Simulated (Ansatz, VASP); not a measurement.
# Two plane-wave programs on BN

```
B N
1.0
     2.52848    0.00000    0.00000
    -1.26424    2.18973    0.00000
     0.00000    0.00000    6.13941
B N
2 2
Direct
  0.33333 0.66667 0.25000
  0.66667 0.33333 0.75000
  0.33333 0.66667 0.75000
  0.66667 0.33333 0.25000
```

Alike in both runs: task single point; functional LDA; k mesh 12 × 12 × 4; occupations gaussian, width 0.05 eV; no spin polarisation.

|  | VASP | Ansatz |
| --- | --- | --- |
| version | VASP 6.6.1 | Ansatz 0.2.0 |
| potentials or method | VASP PAW LDA potentials, release 64 (B, N), cutoff 520 eV | scalar-relativistic, plane waves, PAW |
| valence electrons in the cell | 16 | 16 |

```tsv
	VASP	Ansatz	Ansatz less VASP
gap on the k mesh at the Fermi level (eV)	3.87	3.88	+0.011
least direct gap on the mesh (eV)	4.17	4.18	+0.011
pressure (GPa)	-10.5	-11.1	-0.61
traceless stress, the component that is largest in VASP (GPa)	12.34	13.13	+0.786
```

Ansatz warns that its potentials were made for another functional, while VASP's fit it. LDA's correlation is that of Perdew and Zunger in VASP and of Perdew and Wang (1992) in Ansatz.
